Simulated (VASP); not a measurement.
## RuBrF3: relaxation of cell and atoms with PBE

The system is RuBrF3.

```xyz
5
Lattice="4.1011 0.0000 0.0000 0.0000 4.1011 0.0000 0.0000 0.0000 4.1011" Properties=species:S:1:pos:R:3 pbc="T T T"
Ru    2.0506    2.0506    2.0506
Br    0.0000    0.0000    0.0000
F     0.0000    2.0506    2.0506
F     2.0506    0.0000    2.0506
F     2.0506    2.0506    0.0000
```

The cell was generated, and may not be a known phase.

```json
{"Program": "VASP 6.6.1", "Task": "relaxation of cell and atoms", "Functional": "PBE", "Potentials or basis": "VASP PAW PBE potentials, release 64 (Ru_sv, Br, F)", "Cutoff": "700 eV", "k mesh": "4 × 4 × 4", "Occupations": "gaussian, width 0.1 eV", "Spin": "collinear spin, ferromagnetic start", "Starting moments": "[1.0, 0.0, 0.0, 0.0, 0.0] μB", "Dipole correction": "no", "Further INCAR settings": "ALGO = Normal; EDIFF = 1e-07; IBRION = 2; EDIFFG = -0.04; NSW = 90; ISIF = 3"}
```

- Relaxed volume: 14.46 Å³/atom
- Relaxed cell: a = 4.166 Å, b = 4.166 Å, c = 4.166 Å, α = 90.00°, β = 90.00°, γ = 90.00°
- Space group after relaxing (to 0.1 Å): Pm-3m (No. 221)
- Energy gained by relaxing: 5.7 meV/atom
- Ionic steps: 4
- Pressure after relaxing: -0.1 GPa
- Net moment: 2.18 μB per cell
- Site moments: Ru +1.89; Br -0.10; F +0.08 μB
- Valence electrons inside the program's atomic spheres: Ru 13.21; Br 4.77; F 6.03

The path:
| step | energy change (eV) | largest force (eV/Å) | pressure (GPa) | volume (Å³) |
| --- | --- | --- | --- | --- |
| 1 | 0.0000 | 0.0000 | 5.57 | 68.98 |
| 2 | -0.0544 | 0.0000 | -1.45 | 73.88 |
| 3 | -0.0281 | 0.0000 | -0.49 | 72.64 |
| 4 | -0.0287 | 0.0000 | -0.09 | 72.32 |

Final structure:
```
Ru Br F
1.0
     4.16641    0.00000    0.00000
     0.00000    4.16641    0.00000
     0.00000    0.00000    4.16641
Ru Br F
1 1 3
Direct
  0.50000 0.50000 0.50000
  0.00000 0.00000 0.00000
  0.00000 0.50000 0.50000
  0.50000 0.00000 0.50000
  0.50000 0.50000 0.00000
```

Levels at points of the mesh, in eV from the Fermi level:
Spin up:
| k point | band 20 | band 21 | band 22 | band 23 | band 24 | band 25 | band 26 | band 27 |
| --- | --- | --- | --- | --- | --- | --- | --- | --- |
| (0.00, 0.00, 0.00) | -2.44 | -1.31 | -1.31 | 0.22 | 0.22 | 0.22 | 4.99 | 9.28 |
| (0.50, 0.00, 0.00) | -1.31 | -1.25 | -1.25 | -0.04 | -0.04 | 0.88 | 8.14 | 8.91 |
| (0.50, 0.50, 0.00) | -0.69 | -0.43 | -0.43 | -0.40 | -0.40 | 2.37 | 8.09 | 11.09 |
| (0.50, 0.50, 0.50) | -0.89 | 0.16 | 0.16 | 0.16 | 2.37 | 2.37 | 8.49 | 8.49 |
Spin down:
```tsv
k point	band 18	band 19	band 20	band 21	band 22	band 23
(0.00, 0.00, 0.00)	-0.91	-0.91	-0.91	0.15	0.15	0.15
(0.50, 0.00, 0.00)	-1.38	-0.89	-0.20	-0.20	0.17	0.18
(0.50, 0.50, 0.00)	-0.51	-0.47	-0.47	0.09	0.09	0.66
(0.50, 0.50, 0.50)	-0.11	-0.11	-0.11	0.73	0.73	0.73
```

It took 5 min on 1 thread of Intel(R) Xeon(R) Platinum 8375C CPU @ 2.90GHz (Ice Lake) (shared host), peak memory 0.27 GiB.

Caveat: the k points lie up to 0.38 Å⁻¹ apart in the final cell.
